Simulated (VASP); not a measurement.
# MgSn4N (F-43m) in VASP: a series of runs

MgSn4N is run at these levels: PBE; tasks: single point, relaxation of cell and atoms.

Program: VASP 6.6.1. These are calculated values, not measurements. Logs are shortened: lines on timing, memory, paths and dates and some standing lists are left out, and cuts for length are marked.

### Step 1. The cell of the first run

It takes space group F-43m (No. 216, cubic). The conventional cell has a = 8.036 Å, b = 8.036 Å, c = 8.036 Å, α = 90.00°, β = 90.00°, γ = 90.00°. Within 4.4 Å of Mg (site symmetry -43m) lie 12 Sn at 3.33 Å and 4 N at 3.48 Å. Within 3.7 Å of Sn (site symmetry 3m) lie 6 Sn at 2.82 to 2.86 Å and 3 N at 3.33 Å and 3 Mg at 3.33 Å. Within 4.4 Å of N (site symmetry -43m) lie 12 Sn at 3.33 Å and 4 Mg at 3.48 Å.

The cell was generated, and may not be a known phase.

### Step 2. Single point, PBE

INCAR reads:

```
PREC = Accurate
ENCUT = 520
EDIFF = 1E-6
ISMEAR = 0
SIGMA = 0.1
LREAL = F
LASPH = T
NELM = 60
ALGO = Normal
ISIF = 2
LWAVE = F
LCHARG = F
GGA = PE
NBANDS = 40
```

KPOINTS reads:

```
regular mesh
0
Gamma
  4 4 4
```

POSCAR reads:

```
MgSn4N
1.0
    0.0000000000      4.0182010300      4.0182010300
    4.0182010300      0.0000000000      4.0182010300
    4.0182010300      4.0182010300      0.0000000000
Mg Sn N
1 4 1
Direct
    0.2500000000      0.2500000000      0.2500000000
    0.1221060800      0.6259646400      0.6259646400
    0.6259646400      0.1221060800      0.6259646400
    0.6259646400      0.6259646400      0.1221060800
    0.6259646400      0.6259646400      0.6259646400
    0.0000000000      0.0000000000      0.0000000000
```

Potentials or basis: VASP PAW PBE potentials, release 64 (Mg, Sn_d, N).

The run is started by

```sh
cat potpaw_PBE.64/Mg/POTCAR potpaw_PBE.64/Sn_d/POTCAR potpaw_PBE.64/N/POTCAR > POTCAR
mpirun -np 1 vasp_std > vasp.out
```

OUTCAR:

```text
PREC = Accurate
   ENCUT = 520
   EDIFF = 1E-6
   ISMEAR = 0
   LREAL = F
   LASPH = T
   NELM = 60
   ISIF = 2
   GGA = PE

 ion  position               nearest neighbor table
   1  0.250  0.250  0.250-   2 3.33   3 3.33   4 3.33   2 3.33   3 3.33   5 3.33   2 3.33   4 3.33
                             5 3.33   3 3.33   4 3.33   5 3.33
   2  0.122  0.626  0.626-   3 2.82   4 2.82   5 2.82   5 2.86   4 2.86   3 2.86   1 3.33   1 3.33
                             1 3.33
   3  0.626  0.122  0.626-   2 2.82   4 2.82   5 2.82   4 2.86   5 2.86   2 2.86   1 3.33   1 3.33
                             1 3.33
   4  0.626  0.626  0.122-   2 2.82   3 2.82   5 2.82   5 2.86   3 2.86   2 2.86   1 3.33   1 3.33
                             1 3.33
   5  0.626  0.626  0.626-   2 2.82   3 2.82   4 2.82   4 2.86   3 2.86   2 2.86   1 3.33   1 3.33
                             1 3.33
   6  0.000  0.000  0.000-

  LATTYP: Found a face centered cubic cell.
 ALAT       =     8.0364020600

  Lattice vectors:

 A1 = (   0.0000000000,   4.0182010300,   4.0182010300)
 A2 = (   4.0182010300,   0.0000000000,   4.0182010300)
 A3 = (   4.0182010300,   4.0182010300,   0.0000000000)

Analysis of symmetry for initial positions (statically):
=====================================================================
 Subroutine PRICEL returns:
 Original cell was already a primitive cell.

 Routine SETGRP: Setting up the symmetry group for a
 face centered cubic supercell.

 Subroutine GETGRP returns: Found 24 space group operations
 (whereof 24 operations were pure point group operations)
 out of a pool of 48 trial point group operations.

The static configuration has the point symmetry T_d .

Analysis of symmetry for dynamics (positions and initial velocities):
=====================================================================
 Subroutine PRICEL returns:
 Original cell was already a primitive cell.

 Routine SETGRP: Setting up the symmetry group for a
 face centered cubic supercell.

 Subroutine GETGRP returns: Found 24 space group operations
 (whereof 24 operations were pure point group operations)
 out of a pool of 48 trial point group operations.

The dynamic configuration has the point symmetry T_d .

 Subroutine INISYM returns: Found 24 space group operations
 (whereof 24 operations are pure point group operations),
 and found     1 'primitive' translations

----------------------------------------------------------------------------------------

                                     Primitive cell

  volume of cell :     129.7553

  direct lattice vectors                    reciprocal lattice vectors
     0.000000000  4.018201030  4.018201030    -0.124433794  0.124433794  0.124433794
     4.018201030  0.000000000  4.018201030     0.124433794 -0.124433794  0.124433794
     4.018201030  4.018201030  0.000000000     0.124433794  0.124433794 -0.124433794

  length of vectors
     5.682594393  5.682594393  5.682594393     0.215525654  0.215525654  0.215525654

  position of ions in fractional coordinates (direct lattice)
     0.250000000  0.250000000  0.250000000
     0.122106080  0.625964640  0.625964640
     0.625964640  0.122106080  0.625964640
     0.625964640  0.625964640  0.122106080
     0.625964640  0.625964640  0.625964640
     0.000000000  0.000000000  0.000000000

  ion indices of the primitive-cell ions
   primitive index   ion index
                 1           1
                 2           2
                 3           3
                 4           4
                 5           5
                 6           6

----------------------------------------------------------------------------------------

 KPOINTS: regular mesh

Automatic generation of k-mesh.
 Grid dimensions read from file:
 generate k-points for:    4    4    4

 Generating k-lattice:

  Cartesian coordinates                     Fractional coordinates (reciprocal lattice)
    -0.031108449  0.031108449  0.031108449     0.250000000  0.000000000  0.000000000
     0.031108449 -0.031108449  0.031108449     0.000000000  0.250000000  0.000000000
     0.031108449  0.031108449 -0.031108449     0.000000000  0.000000000  0.250000000

  Length of vectors
     0.053881413  0.053881413  0.053881413

  Shift w.r.t. Gamma in fractional coordinates (k-lattice)
     0.000000000  0.000000000  0.000000000

 Subroutine IBZKPT returns following result:
 ===========================================

 Found      8 irreducible k-points:

 Following reciprocal coordinates:
            Coordinates               Weight
  0.000000  0.000000  0.000000      1.000000
  0.250000  0.000000  0.000000      8.000000
  0.500000  0.000000  0.000000      4.000000
  0.250000  0.250000  0.000000      6.000000
  0.500000  0.250000  0.000000     24.000000
 -0.250000  0.250000  0.000000     12.000000
  0.500000  0.500000  0.000000      3.000000
 -0.250000  0.500000  0.250000      6.000000
   k-points           NKPTS =      8   k-points in BZ     NKDIM =      8   number of bands    NBANDS=     40
   number of dos      NEDOS =    301   number of ions     NIONS =      6
   total plane-waves  NPLWV =  74088
   dimension x,y,z NGX =    42 NGY =   42 NGZ =   42
   dimension x,y,z NGXF=    84 NGYF=   84 NGZF=   84
   ions per type =               1   4   1
   NGX,Y,Z   is equivalent  to a cutoff of  12.29, 12.29, 12.29 a.u.
   NGXF,Y,Z  is equivalent  to a cutoff of  24.57, 24.57, 24.57 a.u.
 SYSTEM =  unknown system
   PREC   = accura    normal or accurate (medium, high low for compatibility)
   ISTART =      0    job   : 0-new  1-cont  2-samecut
   ICHARG =      2    charge: 1-file 2-atom 10-const
   ISPIN  =      1    spin polarized calculation?
   LNONCOLLINEAR =      F non collinear calculations
   LSORBIT =      F    spin-orbit coupling
   LASPH  =      T    aspherical Exc in radial PAW
   ENCUT  =  520.0 eV  38.22 Ry    6.18 a.u.  10.57 10.57 10.57*2*pi/ulx,y,z
   NELM   =     60;   NELMIN=  2; NELMDL= -5     # of ELM steps
   EDIFF  = 0.1E-05   stopping-criterion for ELM
   LREAL  =      F    real-space projection
[... 7 lines left out ...]
   TEBEG  =    0.0;   TEEND  =   0.0 temperature during run
   PSTRESS=    0.0 pullay stress
   NELECT =      63.0000    total number of electrons
   NUPDOWN=      -1.0000    fix difference up-down
   EMIN   =  10.00;   EMAX   =-10.00  energy-range for DOS
   EFERMI =   0.00;   METHOD = LEGACY
   ISMEAR =     0;   SIGMA  =   0.10  broadening in eV -4-tet -1-fermi 0-gaus
   EFERMI_NEDOS =   21; number of points for ismear=-14 and -15
   IALGO  =     38    algorithm
   IMIX   =      4    mixing-type and parameters
     AMIX     =   0.40;   BMIX     =  1.00
     AMIX_MAG =   1.60;   BMIX_MAG =  1.00
  volume/ion in A,a.u.               =      21.63       145.94
  Fermi-wavevector in a.u.,A,eV,Ry     =   1.286708  2.431526 22.526045  1.655618
  Thomas-Fermi vector in A             =   2.418766
   LORBIT       =      0    0 simple, 1 ext, 2 COOP (PROOUT), +10 PAW based schemes
   GGA     = PE    functional components
   LHFCALC =     F    Hartree Fock is set to
   AEXX    =    0.0000 exact exchange contribution
   IVDW    =     0    specifies the selected vdW correction
   LEPSILON=     F    determine dielectric tensor
   LRPA    =     F    only Hartree local field effects (RPA)
 non-spin polarized calculation
 Gauss-broadening in eV      SIGMA  =   0.10
  energy-cutoff  :      520.00
  volume of cell :      129.76
 maximum number of plane-waves:      3512
   NGX = 21   NGY = 21   NGZ = 21

 number of electron      63.0000016 magnetization

 Free energy of the ion-electron system (eV)
  ---------------------------------------------------
  ext. energy  EPLUGINS =         0.00000000
  ---------------------------------------------------
  free energy    TOTEN  =       -18.29990906 eV

  energy without entropy =      -18.29337766  energy(sigma->0) =      -18.29664336

 E-fermi :   7.6256     XC(G=0): -10.3706

 val. band max:        7.5362469488   @ k =   0.5000   0.5000   0.0000
 cond. band min:       7.7968538063   @ k =   0.5000   0.2500   0.0000
 fundamental gap:      0.2606068575
 Fermi energy:         7.6256449834

 k-point     1 :       0.0000    0.0000    0.0000
  band No.  band energies     occupation
      1     -14.8013      2.00000
      2     -14.5565      2.00000
      3     -14.5565      2.00000
      4     -14.5565      2.00000
      5     -14.5258      2.00000
      6     -14.5258      2.00000
[... 32 lines left out ...]
     39      15.0750      0.00000
     40      15.0750      0.00000

 k-point     2 :       0.2500    0.0000    0.0000
  band No.  band energies     occupation
      1     -14.7325      2.00000
      2     -14.5333      2.00000
      3     -14.5333      2.00000
      4     -14.5272      2.00000
      5     -14.4440      2.00000
      6     -14.4440      2.00000
[... 32 lines left out ...]
     39      13.0688      0.00000
     40      13.0688      0.00000

 k-point     3 :       0.5000    0.0000    0.0000
  band No.  band energies     occupation
      1     -14.6697      2.00000
      2     -14.5242      2.00000
      3     -14.5242      2.00000
      4     -14.4249      2.00000
      5     -14.2462      2.00000
      6     -14.2365      2.00000
[... 32 lines left out ...]
     39      12.9724      0.00000
     40      14.2454      0.00000

 k-point     4 :       0.2500    0.2500    0.0000
  band No.  band energies     occupation
      1     -14.7001      2.00000
      2     -14.5453      2.00000
      3     -14.5046      2.00000
      4     -14.4688      2.00000
      5     -14.4688      2.00000
      6     -14.4238      2.00000
[... 32 lines left out ...]
     39      12.1607      0.00000
     40      13.5036      0.00000

 k-point     5 :       0.5000    0.2500    0.0000
  band No.  band energies     occupation
      1     -14.6061      2.00000
      2     -14.4998      2.00000
      3     -14.4817      2.00000
      4     -14.4373      2.00000
      5     -14.3315      2.00000
      6     -14.2561      2.00000
[... 32 lines left out ...]
     39      12.5386      0.00000
     40      12.7967      0.00000

 k-point     6 :      -0.2500    0.2500    0.0000
  band No.  band energies     occupation
      1     -14.6416      2.00000
      2     -14.5057      2.00000
      3     -14.5032      2.00000
      4     -14.4475      2.00000
      5     -14.4117      2.00000
      6     -14.2826      2.00000
[... 32 lines left out ...]
     39      12.4500      0.00000
     40      12.6759      0.00000

 k-point     7 :       0.5000    0.5000    0.0000
  band No.  band energies     occupation
      1     -14.5606      2.00000
      2     -14.5488      2.00000
      3     -14.3818      2.00000
      4     -14.3379      2.00000
      5     -14.3230      2.00000
      6     -14.3230      2.00000
[... 32 lines left out ...]
     39      11.7169      0.00000
     40      12.3693      0.00000

 k-point     8 :      -0.2500    0.5000    0.2500
  band No.  band energies     occupation
      1     -14.5006      2.00000
      2     -14.4772      2.00000
      3     -14.4762      2.00000
      4     -14.4706      2.00000
      5     -14.2914      2.00000
      6     -14.2636      2.00000
[... 32 lines left out ...]
     39      12.4714      0.00000
     40      13.1048      0.00000

------------------------ aborting loop because EDIFF is reached ----------------------------------------

  FORCE on cell =-STRESS in cart. coord.  units (eV):
  Direction    XX          YY          ZZ          XY          YZ          ZX
  --------------------------------------------------------------------------------------
  -------------------------------------------------------------------------------------
  Total        9.7009981      9.7009981      9.7009981      0.0000000     -0.0000000      0.0000000
  in kB      119.7848858    119.7848858    119.7848858      0.0000000     -0.0000000      0.0000000
  external PRESSURE =     119.7848858 kB  Pullay stress =       0.0000000 kB

 VOLUME and BASIS-vectors are now :
 -----------------------------------------------------------------------------
  energy-cutoff  :      520.00
  volume of cell :      129.76
      direct lattice vectors                 reciprocal lattice vectors
     0.000000000  4.018201030  4.018201030    -0.124433794  0.124433794  0.124433794
     4.018201030  0.000000000  4.018201030     0.124433794 -0.124433794  0.124433794
     4.018201030  4.018201030  0.000000000     0.124433794  0.124433794 -0.124433794

 POSITION                                       TOTAL-FORCE (eV/Angst)
 -----------------------------------------------------------------------------------
      2.00910      2.00910      2.00910        -0.000000     -0.000000     -0.000000
      5.03050      3.00590      3.00590        -0.222964      0.222964      0.222964
      3.00590      5.03050      3.00590         0.222964     -0.222964      0.222964
      3.00590      3.00590      5.03050         0.222964      0.222964     -0.222964
      5.03050      5.03050      5.03050        -0.222964     -0.222964     -0.222964
      0.00000      0.00000      0.00000        -0.000000     -0.000000     -0.000000
 -----------------------------------------------------------------------------------
    total drift:                                0.000000      0.000000      0.000000

  FREE ENERGIE OF THE ION-ELECTRON SYSTEM (eV)
  ---------------------------------------------------
  free  energy   TOTEN  =       -18.2999090639 eV

  energy  without entropy=      -18.2933776602  energy(sigma->0) =      -18.29664336
```

Run time: 22 s. Hardware: 1 thread of Intel Xeon 6975P-C (Granite Rapids), shared host; peak memory 0.26 GiB.

Results:

```yaml
Free_energy: -18.2999 eV
Pressure: 12.0 GPa
Largest_force: 0.386 eV/Å
Band_gap_on_the_k_mesh: zero (an odd number of electrons rules out a gap without spin polarisation)
```

Forces on the atoms (eV/Å):
```
Mg   0.000  0.000  0.000
Sn  -0.223  0.223  0.223
Sn   0.223 -0.223  0.223
Sn   0.223  0.223 -0.223
Sn  -0.223 -0.223 -0.223
N    0.000  0.000  0.000
```

Caveat: the cell stands under pressure; spin-orbit coupling is left out, which moves the levels of the heavy elements.

### Step 3. Single point, PBE

This run uses another cell than the first one, of 25.83 Å³/atom.

INCAR reads:

```
PREC = Accurate
ENCUT = 520
EDIFF = 1E-7
ISMEAR = 0
SIGMA = 0.1
LREAL = False
LASPH = True
NELM = 60
ALGO = Normal
ISIF = 2
LWAVE = False
LCHARG = True
GGA = PE
LELF = True
LVHAR = True
NBANDS = 40
```

KPOINTS reads:

```
Automatic mesh
0
Gamma
  4 4 4
```

POSCAR reads:

```
MgSn4N
1.0
    0.0000000000      4.2631558351      4.2631558351
    4.2631558351      0.0000000000      4.2631558351
    4.2631558351      4.2631558351      0.0000000000
Mg Sn N
1 4 1
Direct
    0.2500000000      0.2500000000      0.2500000000
    0.1243995680      0.6252001440      0.6252001440
    0.6252001440      0.1243995680      0.6252001440
    0.6252001440      0.6252001440      0.1243995680
    0.6252001440      0.6252001440      0.6252001440
    0.0000000000      0.0000000000      0.0000000000
```

Potentials or basis: VASP PAW PBE potentials, release 64 (Mg, Sn_d, N).

The run is started by

```sh
cat potpaw_PBE.64/Mg/POTCAR potpaw_PBE.64/Sn_d/POTCAR potpaw_PBE.64/N/POTCAR > POTCAR
mpirun -np 1 vasp_std > vasp.out
```

It took 35 s on 1 thread of Intel Xeon 6975P-C (Granite Rapids), shared host; peak memory 0.33 GiB.

Results (log left out):

```
Free energy            : -19.1061 eV
Pressure               : 0.0 GPa
Largest force          : 0.012 eV/Å
Band gap on the k mesh : zero (an odd number of electrons rules out a gap without spin polarisation)
```

Forces on the atoms (eV/Å):
```
Mg   0.000  0.000  0.000
Sn  -0.007  0.007  0.007
Sn   0.007 -0.007  0.007
Sn   0.007  0.007 -0.007
Sn  -0.007 -0.007 -0.007
N    0.000  0.000  0.000
```

Levels at points of the mesh, in eV from the Fermi level:
```tsv
k point	band 29	band 30	band 31	band 32	band 33	band 34	band 35	band 36
(0.00, 0.00, 0.00)	-3.08	-0.98	-0.98	-0.54	-0.46	-0.46	-0.46	3.69
(0.50, 0.00, 0.00)	-0.65	-0.25	-0.25	0.00	0.90	0.90	1.48	2.01
(0.50, 0.50, 0.00)	-0.56	-0.05	0.46	0.90	0.90	1.16	1.54	1.69
```

Caveat: spin-orbit coupling is left out, which moves the levels of the heavy elements.

### Step 4. Single point, PBE

This run uses another cell than the first one, of 26.12 Å³/atom.

INCAR reads:

```
SYSTEM = MgSn4N
  ALGO = Normal
  EDIFF = 1E-7
  ENCUT = 520
  GGA = PE
  ISIF = 2
  ISMEAR = 0
  LASPH = .True.
  LCHARG = .True.
  LELF = .True.
  LREAL = .False.
  LVHAR = .True.
  LWAVE = .False.
  NBANDS = 40
  NELM = 60
  PREC = Accurate
  SIGMA = 0.1
```

KPOINTS reads:

```
k-points
0
Gamma
  8 8 8
  0 0 0
```

POSCAR reads:

```
MgSn4N
1.0
    0.0000000000      4.2793101948      4.2793101948
    4.2793101948      0.0000000000      4.2793101948
    4.2793101948      4.2793101948      0.0000000000
Mg Sn N
1 4 1
Direct
    0.7500000000      0.7500000000      0.7500000000
    0.3747601999      0.3747601999      0.8757194004
    0.8757194004      0.3747601999      0.3747601999
    0.3747601999      0.3747601999      0.3747601999
    0.3747601999      0.8757194004      0.3747601999
    0.0000000000      0.0000000000      0.0000000000
```

The run is started by

```sh
cat potpaw_PBE.64/Mg/POTCAR potpaw_PBE.64/Sn_d/POTCAR potpaw_PBE.64/N/POTCAR > POTCAR
mpirun -np 1 vasp_std > vasp.out
```

Run time: 1.9 min. Hardware: 1 thread of Intel Xeon 6975P-C (Granite Rapids), shared host; peak memory 0.41 GiB.

The run converged. Its results:

* Free energy: -19.0533 eV
* Pressure: -0.1 GPa
* Largest force: 0.010 eV/Å
* Band gap on the k mesh: zero (an odd number of electrons rules out a gap without spin polarisation)

Forces in eV/Å, atoms in the order of the input:
```
Mg   0.000  0.000  0.000
Sn   0.006  0.006 -0.006
Sn  -0.006  0.006  0.006
Sn  -0.006 -0.006 -0.006
Sn   0.006 -0.006  0.006
N    0.000  0.000  0.000
```

Levels at points of the mesh, in eV from the Fermi level:
| k point | band 29 | band 30 | band 31 | band 32 | band 33 | band 34 | band 35 | band 36 |
| --- | --- | --- | --- | --- | --- | --- | --- | --- |
| (0.00, 0.00, 0.00) | -2.99 | -0.91 | -0.91 | -0.50 | -0.49 | -0.49 | -0.49 | 3.69 |
| (0.50, 0.00, 0.00) | -0.65 | -0.26 | -0.26 | 0.00 | 0.95 | 0.95 | 1.52 | 2.01 |
| (0.50, 0.50, 0.00) | -0.60 | -0.11 | 0.51 | 0.96 | 0.96 | 1.21 | 1.58 | 1.73 |

Caveat: spin-orbit coupling is left out, which moves the levels of the heavy elements.

(Continued in part 2 of 2.)

The gap in the log of VASP goes by the Fermi energy; the results here count the filled bands.